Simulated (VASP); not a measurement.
# GaN (P6_3mc) in VASP: a series of runs, part 2 of 2

VASP 6.6.1. The steps go on from the part before.

**3. Single point, LDA (in-plane strain +0.01, then relaxed in part)**

INCAR reads:

```
  PREC = Accurate
  ENCUT = 520
  EDIFF = 1E-6
  ISMEAR = 0
  SIGMA = 0.01
  LREAL = F
  LASPH = T
  NELM = 60
  ALGO = Normal
  ISIF = 2
  LWAVE = F
  LCHARG = T
  GGA = CA
  LELF = T
  LVHAR = T
  NBANDS = 26
```

KPOINTS reads:

```
Automatic mesh
0
Gamma
  8 8 4
```

POSCAR reads:

```
GaN
1.0
    3.1833327219      0.0000000000      0.0000000000
   -1.5916663609      2.7568470059      0.0000000000
    0.0000000000      0.0000000000      5.1127409128
Ga N
2 2
Direct
    0.3333333333      0.6666666667     -0.0019699460
    0.6666666667      0.3333333333      0.4980300540
    0.3333333333      0.6666666667      0.3769699460
    0.6666666667      0.3333333333      0.8769699460
```

Potentials or basis: VASP PAW LDA potentials, release 64 (Ga_d, N).

On the command line:

```
cat potpaw_LDA.64/Ga_d/POTCAR potpaw_LDA.64/N/POTCAR > POTCAR
mpirun -np 1 vasp_std > vasp.out
```

OUTCAR:

```text
PREC = Accurate
   ENCUT = 520
   EDIFF = 1E-6
   ISMEAR = 0
   LREAL = F
   LASPH = T
   NELM = 60
   ISIF = 2
   GGA = CA

 ion  position               nearest neighbor table
   1  0.333  0.667  0.998-   3 1.94   4 1.94   4 1.94   4 1.94
   2  0.667  0.333  0.498-   4 1.94   3 1.94   3 1.94   3 1.94
   3  0.333  0.667  0.377-   1 1.94   2 1.94   2 1.94   2 1.94
   4  0.667  0.333  0.877-   2 1.94   1 1.94   1 1.94   1 1.94

  LATTYP: Found a hexagonal cell.
 ALAT       =     3.1833327219
[... 889 lines left out ...]
     25      17.3233      0.00000
     26      17.3233      0.00000

 [... further k-points ...]
[... 5 lines left out ...]
  --------------------------------------------------------------------------------------
  -------------------------------------------------------------------------------------
  Total       -0.9373736     -0.9373736      0.3086048     -0.0000000      0.0000000      0.0000000
  in kB      -33.4714714    -33.4714714     11.0195741     -0.0000000      0.0000000      0.0000000
  external PRESSURE =     -18.6411229 kB  Pullay stress =       0.0000000 kB

 VOLUME and BASIS-vectors are now :
 -----------------------------------------------------------------------------
  energy-cutoff  :      520.00
  volume of cell :       44.87
      direct lattice vectors                 reciprocal lattice vectors
     3.183332722  0.000000000  0.000000000     0.314136186  0.181366612  0.000000000
    -1.591666361  2.756847006  0.000000000     0.000000000  0.362733223  0.000000000
     0.000000000  0.000000000  5.112740913     0.000000000  0.000000000  0.195589805

 POSITION                                       TOTAL-FORCE (eV/Angst)
 -----------------------------------------------------------------------------------
     -0.00000      1.83790      5.10267         0.000000      0.000000     -0.002158
      1.59167      0.91895      2.54630        -0.000000     -0.000000     -0.002158
     -0.00000      1.83790      1.92735         0.000000     -0.000000      0.002158
      1.59167      0.91895      4.48372        -0.000000      0.000000      0.002158
 -----------------------------------------------------------------------------------
    total drift:                               -0.000001     -0.000001      0.002155

  FREE ENERGIE OF THE ION-ELECTRON SYSTEM (eV)
  ---------------------------------------------------
  free  energy   TOTEN  =       -27.9019347299 eV

  energy  without entropy=      -27.9019347299  energy(sigma->0) =      -27.90193473
```

OSZICAR:

```text
N       E                     dE             d eps       ncg     rms          rms(c)
DAV:   1     0.269368454803E+03    0.26937E+03   -0.17608E+04  1704   0.258E+03
DAV:   2     0.205525060626E+01   -0.26731E+03   -0.25227E+03  1728   0.480E+02
DAV:   3    -0.310021825056E+02   -0.33057E+02   -0.32585E+02  1848   0.140E+02
DAV:   4    -0.319958172029E+02   -0.99363E+00   -0.98999E+00  1766   0.258E+01
DAV:   5    -0.320159751738E+02   -0.20158E-01   -0.20146E-01  1968   0.360E+00    0.107E+01
DAV:   6    -0.279386191557E+02    0.40774E+01   -0.10065E+01  2580   0.503E+01    0.317E+00
DAV:   7    -0.279623215734E+02   -0.23702E-01   -0.12224E+00  1686   0.832E+00    0.256E+00
DAV:   8    -0.279258286915E+02    0.36493E-01   -0.25687E-01  2492   0.507E+00    0.138E+00
DAV:   9    -0.279014312606E+02    0.24397E-01   -0.63694E-02  2474   0.389E+00    0.404E-01
DAV:  10    -0.279021375027E+02   -0.70624E-03   -0.67112E-03  1648   0.577E-01    0.203E-01
DAV:  11    -0.279019468027E+02    0.19070E-03   -0.11279E-03  2232   0.643E-01    0.845E-02
DAV:  12    -0.279019633690E+02   -0.16566E-04   -0.14301E-04  1646   0.748E-02    0.105E-01
DAV:  13    -0.279019584090E+02    0.49600E-05   -0.23917E-06  1604   0.123E-02    0.103E-01
DAV:  14    -0.279019461834E+02    0.12226E-04   -0.63493E-06  1704   0.243E-02    0.754E-02
DAV:  15    -0.279019422365E+02    0.39469E-05   -0.25342E-06  1256   0.119E-02    0.592E-02
DAV:  16    -0.279019365754E+02    0.56611E-05   -0.54950E-06  1612   0.216E-02    0.328E-02
DAV:  17    -0.279019349615E+02    0.16139E-05   -0.37467E-06  1790   0.160E-02    0.128E-02
DAV:  18    -0.279019347299E+02    0.23156E-06   -0.56055E-07   888   0.628E-03
   1 F= -.27901935E+02 E0= -.27901935E+02  d E =-.297536E-67
```

It took 13 s on 1 thread of Intel Xeon 6975P-C (Granite Rapids), shared host; peak memory 0.15 GiB.

Results:

```yaml
Free_energy: -27.9019 eV
Pressure: -1.9 GPa
Band_gap_on_the_k_mesh: 2.06 eV, direct
```

Forces on the atoms (eV/Å):
```
Ga   0.000  0.000 -0.002
Ga   0.000  0.000 -0.002
N    0.000  0.000  0.002
N    0.000  0.000  0.002
```

Stress tensor (GPa, compression positive):
```
-3.35  0.00  0.00
 0.00 -3.35  0.00
 0.00  0.00  1.10
```

Levels at points of the mesh, in eV from the valence-band top:
```csv
k point,band 15,band 16,band 17,band 18,band 19,band 20,band 21,band 22
"(0.00, 0.00, 0.00)",-1.14,-0.04,-0.04,0.00,2.06,4.11,9.24,9.67
"(0.50, 0.00, 0.00)",-4.33,-2.91,-2.28,-1.05,4.84,5.58,6.05,8.62
"(0.00, 0.00, 0.50)",-0.60,-0.60,-0.60,-0.60,4.25,4.25,8.44,8.44
"(0.50, 0.00, 0.50)",-2.06,-2.06,-1.89,-1.89,4.37,4.37,7.72,7.72
```

Caveat: the cell differs from its parent crystal (in-plane strain +0.01, then relaxed in part).

**4. Single point, LDA (in-plane strain +0.01)**

INCAR reads:

```
SYSTEM = GaN
PREC = Accurate
ENCUT = 520
EDIFF = 1E-6
ISMEAR = 0
SIGMA = 0.01
LREAL = .False.
LASPH = .True.
NELM = 80
ALGO = Normal
ISIF = 2
LWAVE = .False.
LCHARG = .False.
NBANDS = 26
```

KPOINTS reads:

```
Automatic mesh
0
Gamma
  8 8 4
  0 0 0
```

POSCAR reads:

```
GaN
1.0
    3.1833327219      0.0000000000      0.0000000000
   -1.5916663609      2.7568470059      0.0000000000
    0.0000000000      0.0000000000      5.1075674076
Ga N
2 2
Direct
    0.3333333333      0.6666666667     -0.0007042242
    0.6666666667      0.3333333333      0.4992957758
    0.3333333333      0.6666666667      0.3757042242
    0.6666666667      0.3333333333      0.8757042242
```

On the command line:

```
cat potpaw_LDA.64/Ga_d/POTCAR potpaw_LDA.64/N/POTCAR > POTCAR
mpirun -np 1 vasp_std > vasp.out
```

Wall time 13 s (1 thread of Intel Xeon 6975P-C (Granite Rapids), shared host); peak memory 0.15 GiB.

The run converged. Its results:

```
Free energy            : -27.8991 eV
Pressure               : -1.6 GPa
Largest force          : 0.179 eV/Å
Band gap on the k mesh : 2.09 eV, direct
```

Forces in eV/Å, atoms in the order of the input:
```
Ga   0.000  0.000 -0.179
Ga   0.000  0.000 -0.179
N    0.000  0.000  0.179
N    0.000  0.000  0.179
```

Stress tensor (GPa, compression positive):
```
-3.77  0.00  0.00
 0.00 -3.77  0.00
 0.00  0.00  2.68
```

Levels at points of the mesh, in eV from the valence-band top:
```csv
k point,band 16,band 17,band 18,band 19,band 20,band 21
"(0.00, 0.00, 0.00)",0.00,0.00,0.00,2.09,4.15,9.27
"(0.50, 0.00, 0.00)",-2.88,-2.30,-0.99,4.87,5.61,6.07
"(0.00, 0.00, 0.50)",-0.58,-0.58,-0.58,4.27,4.27,8.50
"(0.50, 0.00, 0.50)",-2.02,-1.89,-1.89,4.39,4.39,7.78
```

Caveat: the cell differs from its parent crystal (in-plane strain +0.01).

**5. Summary**

| cell | gap on the mesh (eV) | pressure (GPa) |
| --- | --- | --- |
| a = 3.168, b = 3.168, c = 5.126 Å, angles 90.0, 90.0, 120.0°, 4 atoms | 2.12 | -0.4 |
| a = 3.183, b = 3.183, c = 5.113 Å, angles 90.0, 90.0, 120.0°, 4 atoms | 2.06 | -1.9 |
| a = 3.183, b = 3.183, c = 5.108 Å, angles 90.0, 90.0, 120.0°, 4 atoms | 2.09 | -1.6 |

Alike in all rows: task single point; level LDA; potentials or basis VASP PAW LDA potentials, release 64 (Ga_d, N); no spin polarisation; k mesh 8 × 8 × 4; cutoff (eV) 520; smearing gaussian 0.01 eV.

Absolute energies hang on the potentials; compare differences alone.
